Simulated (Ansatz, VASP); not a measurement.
Hf in VASP and in Ansatz

The input INCAR:

```
SYSTEM = Hf
ALGO = Fast
EDIFF = 1E-7
ENCUT = 520
GGA = CA
ISIF = 2
ISMEAR = 0
LASPH = .True.
LCHARG = .False.
LREAL = .False.
LWAVE = .False.
NBANDS = 11
NELM = 100
PREC = Accurate
SIGMA = 0.15
```

Contents of KPOINTS:

```
k-points
0
Gamma
  20 20 20
  0 0 0
```

Contents of POSCAR:

```
Hf
1.0
    0.0000000000      2.3836569506      1.7503192988
    2.3836569506      0.0000000000      1.7503192988
    2.3836569506      2.3836569506      0.0000000000
Hf
1
Direct
    0.0000000000      0.0000000000      0.0000000000
```

Input for Ansatz:

```yaml
crystal:
  lattice:
    - [0.0, 2.3836569506, 1.7503192988]
    - [2.3836569506, 0.0, 1.7503192988]
    - [2.3836569506, 2.3836569506, 0.0]
  atoms:
    - { symbol: Hf, position: [0.0, 0.0, 0.0] }
basis:
  ecutwfc: 420
kpoints:
  mp_grid: { grid: [20, 20, 20] }
hamiltonian:
  xc: lda
scf:
  occupations: { method: gaussian, width: 0.15 }
output:
  forces: true
  stress: true
  eigenvalues: true
```

Alike in both runs: task single point; functional LDA; k mesh 20 × 20 × 20; occupations gaussian, width 0.15 eV; no spin polarisation.

|  | VASP | Ansatz |
| --- | --- | --- |
| version | VASP 6.6.1 | Ansatz 0.2.0 |
| potentials or method | VASP PAW LDA potentials, release 64 (Hf_pv), cutoff 520 eV | scalar-relativistic, plane waves, PAW |
| valence electrons in the cell | 10 | 26 |

Ansatz gave:

| Quantity | Value |
| --- | --- |
| gap on the k mesh at the Fermi level (eV) | none |
| pressure (GPa) | 3.1 |
| traceless stress, the component that is largest in VASP (GPa) | 0.47 |

Estimate VASP's values.

gap on the k mesh at the Fermi level (eV): none; pressure (GPa): 3.3; traceless stress, the component that is largest in VASP (GPa): 0.49.

LDA's correlation is that of Perdew and Zunger in VASP and of Perdew and Wang (1992) in Ansatz. A gap of «none» marks a metal or a gap that the smearing closes. VASP's potentials hold 10 valence electrons a cell and Ansatz's 26, so a difference there can come from the potentials and not from the codes.

Spin-orbit coupling is off throughout.
